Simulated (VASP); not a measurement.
Ba3Hf, 8 atoms in the cell. The structure is hexagonal, space group P6_3/mmc (No. 194). Conventional cell: a = 8.099 Å, b = 8.099 Å, c = 6.224 Å, α = 90.00°, β = 90.00°, γ = 120.00°. Ba (site symmetry mm2) has 8 Ba at 3.80 to 4.29 Å and 4 Hf at 3.81 to 4.05 Å within 5.0 Å. Within 5.0 Å of Hf (site symmetry -6m2) lie 12 Ba at 3.81 to 4.05 Å. 

```yaml
Program: VASP 6.6.1
Task: single point
Functional: PBE
Potentials_or_basis: VASP PAW PBE potentials, release 64 (Ba_sv, Hf_pv)
Cutoff: 520 eV
k_mesh: 6 × 6 × 6
Occupations: gaussian, width 0.1 eV
Spin: no spin polarisation
Dipole_correction: no
Further_INCAR_settings: ALGO = Fast; EDIFF = 1e-06; NBANDS = 50
```

Potentials or basis: VASP PAW PBE potentials, release 64 (Ba_sv, Hf_pv).

Command:

```sh
$ cat potpaw_PBE.64/Ba_sv/POTCAR potpaw_PBE.64/Hf_pv/POTCAR > POTCAR
$ mpirun -np 1 vasp_std > vasp.out
```

Hardware: 1 thread of Intel(R) Xeon(R) 6975P-C (Granite Rapids) (shared host).

Task: How long does it take, and how much memory?

Result: It took 8.7 min on 1 thread of Intel(R) Xeon(R) 6975P-C (Granite Rapids), with other jobs on the host, peak memory 0.66 GiB. Counts: scf iterations 30, k points 28.
